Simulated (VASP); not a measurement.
# Mg7Se (Fm-3m) in VASP: a series of runs

The runs below take Mg7Se through single point, relaxation of cell and atoms, with PBE.

All numbers are computed with VASP 6.6.1; they aren't measurements. Logs are shortened: lines on timing, memory, paths and dates and some standing lists are left out, and cuts for length are marked.

### Step 1. The cell of the first run

Symmetry: Fm-3m, No. 225, cubic system. The conventional cell has a = 8.948 Å, b = 8.948 Å, c = 8.948 Å, α = 90.00°, β = 90.00°, γ = 90.00°. Within 4.2 Å of Mg (site symmetry mmm) lie 10 Mg at 3.16 Å and 2 Se at 3.16 Å. Within 4.2 Å of Mg (site symmetry m-3m) lie 12 Mg at 3.16 Å. Within 4.2 Å of Se (site symmetry m-3m) lie 12 Mg at 3.16 Å.

### Step 2. Single point, PBE

File INCAR:

```
SYSTEM = Mg7Se
PREC = Accurate
ENCUT = 520
EDIFF = 1E-6
ISMEAR = 0
SIGMA = 0.2
LREAL = .FALSE.
LASPH = .TRUE.
NELM = 60
ALGO = Normal
ISIF = 2
LWAVE = .FALSE.
LCHARG = .FALSE.
GGA = PE
NBANDS = 20
```

File KPOINTS:

```
regular mesh
0
G
  4 4 4
  0 0 0
```

File POSCAR:

```
Mg7Se
1.0
    0.0000000000      4.4739238397      4.4739238397
    4.4739238397      0.0000000000      4.4739238397
    4.4739238397      4.4739238397      0.0000000000
Mg Se
7 1
Direct
    0.0000000000      0.0000000000      0.5000000000
    0.5000000000      0.0000000000      0.5000000000
    0.0000000000      0.5000000000      0.5000000000
    0.5000000000      0.5000000000      0.0000000000
    0.0000000000      0.5000000000      0.0000000000
    0.5000000000      0.0000000000      0.0000000000
    0.5000000000      0.5000000000      0.5000000000
    0.0000000000      0.0000000000      0.0000000000
```

Potentials or basis: VASP PAW PBE potentials, release 64 (Mg, Se).

Started as:

```bash
$ cat potpaw_PBE.64/Mg/POTCAR potpaw_PBE.64/Se/POTCAR > POTCAR
$ mpirun -np 1 vasp_std > vasp.out
```

OUTCAR:

```text
SYSTEM = Mg7Se
   PREC = Accurate
   ENCUT = 520
   EDIFF = 1E-6
   ISMEAR = 0
   LREAL = .FALSE.
   LASPH = .TRUE.
   NELM = 60
   ISIF = 2
   GGA = PE

 ion  position               nearest neighbor table
   1  0.000  0.000  0.500-   2 3.16   3 3.16   8 3.16   5 3.16   6 3.16   8 3.16   3 3.16   5 3.16
                             7 3.16   2 3.16   6 3.16   7 3.16
   2  0.500  0.000  0.500-   1 3.16   6 3.16   7 3.16   4 3.16   6 3.16   8 3.16   3 3.16   4 3.16
                             7 3.16   1 3.16   3 3.16   8 3.16
   3  0.000  0.500  0.500-   1 3.16   5 3.16   7 3.16   4 3.16   5 3.16   8 3.16   1 3.16   2 3.16
                             8 3.16   2 3.16   4 3.16   7 3.16
   4  0.500  0.500  0.000-   5 3.16   6 3.16   7 3.16   2 3.16   3 3.16   7 3.16   2 3.16   6 3.16
                             8 3.16   3 3.16   5 3.16   8 3.16
   5  0.000  0.500  0.000-   3 3.16   4 3.16   8 3.16   1 3.16   3 3.16   7 3.16   1 3.16   6 3.16
                             8 3.16   4 3.16   6 3.16   7 3.16
   6  0.500  0.000  0.000-   2 3.16   4 3.16   8 3.16   1 3.16   2 3.16   7 3.16   4 3.16   5 3.16
                             7 3.16   1 3.16   5 3.16   8 3.16
   7  0.500  0.500  0.500-   2 3.16   3 3.16   4 3.16   4 3.16   5 3.16   6 3.16   1 3.16   2 3.16
                             6 3.16   1 3.16   3 3.16   5 3.16
   8  0.000  0.000  0.000-   1 3.16   5 3.16   6 3.16   1 3.16   2 3.16   3 3.16   3 3.16   4 3.16
                             5 3.16   2 3.16   4 3.16   6 3.16

  LATTYP: Found a face centered cubic cell.
 ALAT       =     8.9478476794

  Lattice vectors:

 A1 = (   0.0000000000,   4.4739238397,   4.4739238397)
 A2 = (   4.4739238397,   0.0000000000,   4.4739238397)
 A3 = (   4.4739238397,   4.4739238397,   0.0000000000)

Analysis of symmetry for initial positions (statically):
=====================================================================
 Subroutine PRICEL returns:
 Original cell was already a primitive cell.

 Routine SETGRP: Setting up the symmetry group for a
 face centered cubic supercell.

 Subroutine GETGRP returns: Found 48 space group operations
 (whereof 48 operations were pure point group operations)
 out of a pool of 48 trial point group operations.

The static configuration has the point symmetry O_h .

Analysis of symmetry for dynamics (positions and initial velocities):
=====================================================================
 Subroutine PRICEL returns:
 Original cell was already a primitive cell.

 Routine SETGRP: Setting up the symmetry group for a
 face centered cubic supercell.

 Subroutine GETGRP returns: Found 48 space group operations
 (whereof 48 operations were pure point group operations)
 out of a pool of 48 trial point group operations.

The dynamic configuration has the point symmetry O_h .

 Subroutine INISYM returns: Found 48 space group operations
 (whereof 48 operations are pure point group operations),
 and found     1 'primitive' translations

----------------------------------------------------------------------------------------

                                     Primitive cell

  volume of cell :     179.1001

  direct lattice vectors                    reciprocal lattice vectors
     0.000000000  4.473923840  4.473923840    -0.111758720  0.111758720  0.111758720
     4.473923840  0.000000000  4.473923840     0.111758720 -0.111758720  0.111758720
     4.473923840  4.473923840  0.000000000     0.111758720  0.111758720 -0.111758720

  length of vectors
     6.327083771  6.327083771  6.327083771     0.193571781  0.193571781  0.193571781

  position of ions in fractional coordinates (direct lattice)
     0.000000000  0.000000000  0.500000000
     0.500000000  0.000000000  0.500000000
     0.000000000  0.500000000  0.500000000
     0.500000000  0.500000000  0.000000000
     0.000000000  0.500000000  0.000000000
     0.500000000  0.000000000  0.000000000
     0.500000000  0.500000000  0.500000000
     0.000000000  0.000000000  0.000000000

  ion indices of the primitive-cell ions
   primitive index   ion index
                 1           1
                 2           2
                 3           3
                 4           4
                 5           5
                 6           6
                 7           7
                 8           8

----------------------------------------------------------------------------------------

 KPOINTS: regular mesh

Automatic generation of k-mesh.
 Grid dimensions read from file:
 generate k-points for:    4    4    4

 Generating k-lattice:

  Cartesian coordinates                     Fractional coordinates (reciprocal lattice)
    -0.027939680  0.027939680  0.027939680     0.250000000  0.000000000  0.000000000
     0.027939680 -0.027939680  0.027939680     0.000000000  0.250000000  0.000000000
     0.027939680  0.027939680 -0.027939680     0.000000000  0.000000000  0.250000000

  Length of vectors
     0.048392945  0.048392945  0.048392945

  Shift w.r.t. Gamma in fractional coordinates (k-lattice)
     0.000000000  0.000000000  0.000000000

 Subroutine IBZKPT returns following result:
 ===========================================

 Found      8 irreducible k-points:

 Following reciprocal coordinates:
            Coordinates               Weight
  0.000000  0.000000  0.000000      1.000000
  0.250000  0.000000  0.000000      8.000000
  0.500000  0.000000  0.000000      4.000000
  0.250000  0.250000  0.000000      6.000000
  0.500000  0.250000  0.000000     24.000000
 -0.250000  0.250000  0.000000     12.000000
  0.500000  0.500000  0.000000      3.000000
 -0.250000  0.500000  0.250000      6.000000
   k-points           NKPTS =      8   k-points in BZ     NKDIM =      8   number of bands    NBANDS=     20
   number of dos      NEDOS =    301   number of ions     NIONS =      8
   total plane-waves  NPLWV = 110592
   dimension x,y,z NGX =    48 NGY =   48 NGZ =   48
   dimension x,y,z NGXF=    96 NGYF=   96 NGZF=   96
   ions per type =               7   1
   NGX,Y,Z   is equivalent  to a cutoff of  12.61, 12.61, 12.61 a.u.
   NGXF,Y,Z  is equivalent  to a cutoff of  25.22, 25.22, 25.22 a.u.
 SYSTEM =  Mg7Se
   PREC   = accura    normal or accurate (medium, high low for compatibility)
   ISTART =      0    job   : 0-new  1-cont  2-samecut
   ICHARG =      2    charge: 1-file 2-atom 10-const
   ISPIN  =      1    spin polarized calculation?
   LNONCOLLINEAR =      F non collinear calculations
   LSORBIT =      F    spin-orbit coupling
   LASPH  =      T    aspherical Exc in radial PAW
   ENCUT  =  520.0 eV  38.22 Ry    6.18 a.u.  11.76 11.76 11.76*2*pi/ulx,y,z
   NELM   =     60;   NELMIN=  2; NELMDL= -5     # of ELM steps
   EDIFF  = 0.1E-05   stopping-criterion for ELM
   LREAL  =      F    real-space projection
   EDIFFG = 0.1E-04   stopping-criterion for IOM
   NSW    =      0    number of steps for IOM
   IBRION =     -1    ionic relax: 0-MD 1-quasi-New 2-CG
   NFREE  =      0    steps in history (QN), initial steepest desc. (CG)
   ISIF   =      2    stress and relaxation
   ISYM   =      2    0-nonsym 1-usesym 2-fastsym
   POTIM  = 0.5000    time-step for ionic-motion
   TEBEG  =    0.0;   TEEND  =   0.0 temperature during run
   PSTRESS=    0.0 pullay stress
   NELECT =      20.0000    total number of electrons
   NUPDOWN=      -1.0000    fix difference up-down
   EMIN   =  10.00;   EMAX   =-10.00  energy-range for DOS
   EFERMI =   0.00;   METHOD = LEGACY
   ISMEAR =     0;   SIGMA  =   0.20  broadening in eV -4-tet -1-fermi 0-gaus
   EFERMI_NEDOS =   21; number of points for ismear=-14 and -15
   IALGO  =     38    algorithm
   IMIX   =      4    mixing-type and parameters
     AMIX     =   0.40;   BMIX     =  1.00
     AMIX_MAG =   1.60;   BMIX_MAG =  1.00
  volume/ion in A,a.u.               =      22.39       151.08
  Fermi-wavevector in a.u.,A,eV,Ry     =   0.788351  1.489767  8.455982  0.621497
  Thomas-Fermi vector in A             =   1.893275
   LORBIT       =      0    0 simple, 1 ext, 2 COOP (PROOUT), +10 PAW based schemes
   GGA     = PE    functional components
   LHFCALC =     F    Hartree Fock is set to
   AEXX    =    0.0000 exact exchange contribution
   IVDW    =     0    specifies the selected vdW correction
   LEPSILON=     F    determine dielectric tensor
   LRPA    =     F    only Hartree local field effects (RPA)
 non-spin polarized calculation
 Gauss-broadening in eV      SIGMA  =   0.20
  energy-cutoff  :      520.00
  volume of cell :      179.10
 maximum number of plane-waves:      4909
   NGX = 23   NGY = 23   NGZ = 23

 number of electron      19.9999999 magnetization

 Free energy of the ion-electron system (eV)
  ---------------------------------------------------
  ext. energy  EPLUGINS =         0.00000000
  ---------------------------------------------------
  free energy    TOTEN  =       -15.27641989 eV

  energy without entropy =      -15.22552675  energy(sigma->0) =      -15.25097332

 E-fermi :   3.1510     XC(G=0):  -8.7341

 val. band max:        3.0420864627   @ k =   0.5000   0.0000   0.0000
 cond. band min:       3.1980497398   @ k =   0.5000   0.2500   0.0000
 fundamental gap:      0.1559632771
 Fermi energy:         3.1509852827

 k-point     1 :       0.0000    0.0000    0.0000
  band No.  band energies     occupation
      1     -10.1114      2.00000
      2      -2.9159      2.00000
      3      -0.9156      2.00000
      4      -0.9156      2.00000
      5      -0.9156      2.00000
      6       1.2903      2.00000
[... 12 lines left out ...]
     19       8.8630      0.00000
     20       9.1186      0.00000

 k-point     2 :       0.2500    0.0000    0.0000
  band No.  band energies     occupation
      1     -10.0924      2.00000
      2      -2.9638      2.00000
      3      -1.0436      2.00000
      4      -1.0033      2.00000
      5      -1.0033      2.00000
      6       0.6649      2.00000
[... 130 lines left out ...]
 k-point     8 :      -0.2500    0.5000    0.2500
  band No.  band energies     occupation
      1     -10.0611      2.00000
      2      -2.2884      2.00000
      3      -2.2884      2.00000
      4      -2.0281      2.00000
      5      -0.0486      2.00000
      6       0.4155      2.00000
[... 12 lines left out ...]
     19       7.3884      0.00000
     20       7.7172      0.00000

------------------------ aborting loop because EDIFF is reached ----------------------------------------

  FORCE on cell =-STRESS in cart. coord.  units (eV):
  Direction    XX          YY          ZZ          XY          YZ          ZX
  --------------------------------------------------------------------------------------
  -------------------------------------------------------------------------------------
  Total       -0.2348657     -0.2348657     -0.2348657     -0.0000000      0.0000000     -0.0000000
  in kB       -2.1010404     -2.1010404     -2.1010404     -0.0000000      0.0000000     -0.0000000
  external PRESSURE =      -2.1010404 kB  Pullay stress =       0.0000000 kB

 VOLUME and BASIS-vectors are now :
 -----------------------------------------------------------------------------
  energy-cutoff  :      520.00
  volume of cell :      179.10
      direct lattice vectors                 reciprocal lattice vectors
     0.000000000  4.473923840  4.473923840    -0.111758720  0.111758720  0.111758720
     4.473923840  0.000000000  4.473923840     0.111758720 -0.111758720  0.111758720
     4.473923840  4.473923840  0.000000000     0.111758720  0.111758720 -0.111758720

 POSITION                                       TOTAL-FORCE (eV/Angst)
 -----------------------------------------------------------------------------------
      2.23696      2.23696      0.00000         0.000000     -0.000000      0.000000
      2.23696      4.47392      2.23696        -0.000000     -0.000000     -0.000000
      4.47392      2.23696      2.23696        -0.000000     -0.000000     -0.000000
      2.23696      2.23696      4.47392        -0.000000      0.000000     -0.000000
      2.23696      0.00000      2.23696         0.000000     -0.000000      0.000000
      0.00000      2.23696      2.23696        -0.000000     -0.000000      0.000000
      4.47392      4.47392      4.47392        -0.000000     -0.000000      0.000000
      0.00000      0.00000      0.00000        -0.000000     -0.000000      0.000000
 -----------------------------------------------------------------------------------
    total drift:                                0.000000     -0.000000     -0.000000

  FREE ENERGIE OF THE ION-ELECTRON SYSTEM (eV)
  ---------------------------------------------------
  free  energy   TOTEN  =       -15.2764198864 eV

  energy  without entropy=      -15.2255267482  energy(sigma->0) =      -15.25097332
```

It took 23 s on 1 thread of Intel Xeon 6975P-C (Granite Rapids), shared host; peak memory 0.3 GiB.

What came out:

```
Free energy            : -15.2764 eV
Pressure               : -0.2 GPa
Band gap on the k mesh : zero (band 10 reaches 3.66 eV, above the bottom of band 11 at 2.29 eV)
```

Levels at points of the mesh, in eV from the Fermi level:
```csv
k point,band 7,band 8,band 9,band 10,band 11,band 12,band 13,band 14
"(0.00, 0.00, 0.00)",-1.38,-1.38,-1.38,-0.86,-0.86,-0.86,0.06,0.74
"(0.50, 0.00, 0.00)",-2.05,-2.05,-1.52,-0.11,0.57,0.57,1.45,1.45
"(0.50, 0.50, 0.00)",-1.61,-0.91,-0.91,-0.48,1.35,1.35,1.90,2.27
```

### Step 3. Single point, PBE

This run uses another cell than the first one, of 22.32 Å³/atom, 0.997 times its volume.

File INCAR:

```
  PREC = Accurate
  ENCUT = 520
  EDIFF = 1E-6
  ISMEAR = 0
  SIGMA = 0.1
  LREAL = False
  LASPH = True
  NELM = 80
  ALGO = Normal
  ISIF = 2
  LWAVE = False
  LCHARG = False
  GGA = PE
  NBANDS = 20
```

File KPOINTS:

```
regular mesh
0
Gamma
  6 6 6
```

POSCAR, as its differences from that of step 2:

```diff
@@ -2,5 +2,5 @@
 1.0
-    0.0000000000      4.4739238397      4.4739238397
-    4.4739238397      0.0000000000      4.4739238397
-    4.4739238397      4.4739238397      0.0000000000
+    0.0000000000      4.4693747128      4.4693747128
+    4.4693747128      0.0000000000      4.4693747128
+    4.4693747128      4.4693747128      0.0000000000
 Mg Se
```

Potentials or basis: VASP PAW PBE potentials, release 64 (Mg, Se).

Started as:

```bash
$ cat potpaw_PBE.64/Mg/POTCAR potpaw_PBE.64/Se/POTCAR > POTCAR
$ mpirun -np 1 vasp_std > vasp.out
```

Run time: 43 s. Hardware: 1 thread of Intel Xeon 6975P-C (Granite Rapids), shared host; peak memory 0.33 GiB.

It converged, with:

```
Free energy            : -15.3148 eV
Pressure               : -0.1 GPa
Band gap on the k mesh : zero (band 10 reaches 3.69 eV, above the bottom of band 11 at 2.31 eV)
```

Levels at points of the mesh, in eV from the Fermi level:
| k point | band 7 | band 8 | band 9 | band 10 | band 11 | band 12 | band 13 | band 14 |
| --- | --- | --- | --- | --- | --- | --- | --- | --- |
| (0.00, 0.00, 0.00) | -1.25 | -1.25 | -1.25 | -0.74 | -0.74 | -0.74 | 0.18 | 0.86 |
| (0.50, 0.00, 0.00) | -1.93 | -1.93 | -1.40 | 0.02 | 0.70 | 0.70 | 1.58 | 1.58 |
| (0.50, 0.50, 0.00) | -1.51 | -0.80 | -0.80 | -0.36 | 1.48 | 1.48 | 2.02 | 2.39 |

(Part 1 of 2 ends here.)
